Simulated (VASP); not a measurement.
A run of VASP 6.6.1 is set up as follows.

Contents of INCAR:

```
SYSTEM = WSe2
PREC = Accurate ; ENCUT = 520
EDIFF = 1E-6 ; ISMEAR = 0
SIGMA = 0.05 ; LREAL = .FALSE.
LASPH = .TRUE. ; NELM = 80
ALGO = Normal ; ISIF = 2
LWAVE = .FALSE. ; LCHARG = .TRUE.
GGA = PE ; LELF = .TRUE.
LVHAR = .TRUE. ; NBANDS = 35
```

Contents of KPOINTS:

```
Automatic mesh
0
G
  9 9 2
  0 0 0
```

Contents of POSCAR:

```
WSe2
1.0
   -3.3206937274      0.0000000000      0.0000000000
   -1.6603468637     -2.8758051261      0.0000000000
   -0.6641387455      0.0000000000     15.2573262715
W Se
2 4
Direct
    0.2833333333      0.3333333333      0.2500000000
    0.5166666667      0.6666666667      0.7500000000
    0.2053293486      0.3333333333      0.6400199235
    0.6386626820      0.6666666667      0.1400199235
    0.1613373180      0.3333333333      0.8599800765
    0.5946706514      0.6666666667      0.3599800765
```

Potentials or basis: VASP PAW PBE potentials, release 64 (W_sv, Se).

Launch:

```console
$ cat potpaw_PBE.64/W_sv/POTCAR potpaw_PBE.64/Se/POTCAR > POTCAR
$ mpirun -np 1 vasp_std > vasp.out
```

Predict the largest force.

0.049 eV/Å.

What does it give for the pressure?

0.3 GPa.

Estimate the band gap on the k mesh.

1.53 eV, direct.

Forces in eV/Å, atoms in the order of the input:
```
W    0.001 -0.001  0.001
W   -0.001  0.001 -0.001
Se   0.000  0.000 -0.049
Se   0.001  0.000 -0.046
Se  -0.001  0.000  0.046
Se   0.000  0.000  0.049
```

Caveat: spin-orbit coupling is left out, which moves the levels of the heavy elements. A k mesh can miss the band edges.
